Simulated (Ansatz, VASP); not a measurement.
**Two plane-wave programs on SnTe**

```
Sn Te
1.0
    -0.03227   -4.48951    0.07325
     2.29061   -2.17664   -3.25524
     6.72023   -2.24833    3.19894
Sn Te
2 2
Direct
  0.34118 0.95372 0.35523
  0.86548 0.43331 0.83916
  0.07093 0.72880 0.11163
  0.59742 0.25917 0.56898
```

Change from the starting cell: cell x2, atoms moved at random (sigma 0.1 Å) and cell strained at random (1.5 %), then relaxed without symmetry.

Alike in both runs: task relaxation of cell and atoms; functional PBE; k mesh 4 × 4 × 4; occupations gaussian, width 0.1 eV; no spin polarisation.

|  | VASP | Ansatz |
| --- | --- | --- |
| version | VASP 6.6.1 | Ansatz 0.2.0 |
| potentials or method | VASP PAW PBE potentials, release 64 (Sn_d, Te), cutoff 600 eV | scalar-relativistic, plane waves, PAW |
| valence electrons in the cell | 40 | 60 |

|  | VASP | Ansatz | Ansatz less VASP |
| --- | --- | --- | --- |
| gap on the k mesh at the Fermi level, each at its own relaxed structure (eV) | 0.37 | 0.35 | -0.019 |
| relaxed volume (Å³/atom) | 33.66 | 33.74 | +0.074 |
| relaxed cell length with the largest relative difference (Å) | 4.528 | 4.536 | +0.0081 |

VASP's potentials hold 40 valence electrons a cell and Ansatz's 60, so a difference there can come from the potentials and not from the codes.

Neither program's run includes spin-orbit coupling.
